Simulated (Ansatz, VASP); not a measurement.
# One calculation of In2Bi, two programs

```xyz
3
Lattice="5.4298 0.0000 0.0000 -2.7149 4.7023 0.0000 0.0000 0.0000 3.1879" Properties=species:S:1:pos:R:3 pbc="T T T"
In    0.0000    0.0000    1.5940
In    0.0000    3.1349    0.0000
Bi    2.7149    1.5674    1.5940
```

Alike in both runs: functional LDA; k mesh 9 × 9 × 12; occupations gaussian, width 0.1 eV; no spin polarisation.

Ansatz relaxed the structure, and its values are those at the end. VASP's run is a single point on that final structure, the one shown.

|  | VASP | Ansatz |
| --- | --- | --- |
| version | VASP 6.6.1 | Ansatz 0.2.0 |
| potentials or method | VASP PAW LDA potentials, release 64 (In_d, Bi_d), cutoff 520 eV | scalar-relativistic, plane waves, PAW |
| valence electrons in the cell | 41 | 41 |

|  | VASP | Ansatz | Ansatz less VASP |
| --- | --- | --- | --- |
| gap on the k mesh at the Fermi level (eV) | none | none | - |
| pressure (GPa) | 0.0 | 0.0 | -0.05 |

LDA's correlation is that of Perdew and Zunger in VASP and of Perdew and Wang (1992) in Ansatz. A gap of «none» marks a metal or a gap that the smearing closes.

Spin-orbit coupling is off throughout.
